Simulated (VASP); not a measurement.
Wanted: the native input for a VASP 6.6.1 run.

```yaml
Task: single point
Functional: PBE
Potentials_or_basis: VASP PAW PBE potentials, release 64 (Ta_pv, N)
Cutoff: 600 eV
k_mesh: 16 × 16 × 14
Occupations: fermi-dirac, width 0.08 eV
Spin: no spin polarisation
Dipole_correction: no
Further_INCAR_settings: ALGO = Normal; EDIFF = 1e-06; NBANDS = 15
```

The structure of TaN (WC type) lies in POSCAR:

```
TaN
1.0
    2.7978042849      0.0000000000      0.0000000000
   -1.3989021424      2.4229695855      0.0000000000
    0.0000000000      0.0000000000      2.7738494493
Ta N
1 1
Direct
    0.0000000000      0.0000000000      0.0000000000
    0.3333333333      0.6666666667      0.5000000000
```

One way to write it, as run:

INCAR

```
PREC     = Accurate       # precision mode
ENCUT    = 600            # plane-wave cutoff, eV
EDIFF    = 1E-6           # SCF threshold, eV
ISMEAR   = -1             # smearing method
SIGMA    = 0.08           # smearing width, eV
LREAL    = False          # projectors in reciprocal space
LASPH    = True           # aspherical terms in the spheres
NELM     = 120            # most SCF steps
ALGO     = Normal         # electronic algorithm
ISIF     = 2              # what is computed and relaxed
LWAVE    = False          # write WAVECAR
LCHARG   = True           # write CHGCAR
GGA      = PE             # functional
LELF     = True           # ELF
LVHAR    = True         
NBANDS   = 15             # bands
GGA_COMPAT= False
```

KPOINTS

```
regular mesh
0
Gamma
  16 16 14
```

Potentials or basis: VASP PAW PBE potentials, release 64 (Ta_pv, N).

Launch:

```bash
$ cat potpaw_PBE.64/Ta_pv/POTCAR potpaw_PBE.64/N/POTCAR > POTCAR
$ mpirun -np 1 vasp_std > vasp.out
```

It gave:

- Pressure: 71.0 GPa
- Band gap on the k mesh: zero (bands 8 and 9 overlap by 0.31 eV)

Caveat: the cell stands under pressure; spin-orbit coupling is left out, which moves the levels of the heavy elements.

Wall time 60 s on 1 thread of Intel Xeon 8259CL, on a shared host, peak memory 0.21 GiB.
